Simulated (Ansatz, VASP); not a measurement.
**One calculation of MgSe, two programs**

```
Mg Se
1.0
     0.00000    2.73372    2.73372
     2.73372    0.00000    2.73372
     2.73372    2.73372    0.00000
Mg Se
1 1
Direct
  0.00000 0.00000 0.00000
  0.50000 0.50000 0.50000
```

Alike in both runs: task single point; functional PBE; k mesh 4 × 4 × 4; occupations tetrahedron; no spin polarisation.

|  | VASP | Ansatz |
| --- | --- | --- |
| version | VASP 6.6.1 | Ansatz 0.2.0 |
| potentials or method | VASP PAW PBE potentials, release 64 (Mg, Se), cutoff 600 eV | scalar-relativistic, plane waves, PAW |
| valence electrons in the cell | 8 | 26 |

```csv
,VASP,Ansatz,Ansatz less VASP
gap on the k mesh at the Fermi level (eV),1.75,1.78,+0.024
least direct gap on the mesh (eV),2.52,2.53,+0.011
pressure (GPa),1.7,1.8,+0.12
```

The functional is the same, so the differences come from potentials, cutoffs and numerics. VASP's potentials hold 8 valence electrons a cell and Ansatz's 26, so a difference there can come from the potentials and not from the codes. Ansatz's warnings: band table not solved further, tetrahedron derivatives may miss energy slope.

The k mesh is coarse, so the values compare programs but aren't converged.
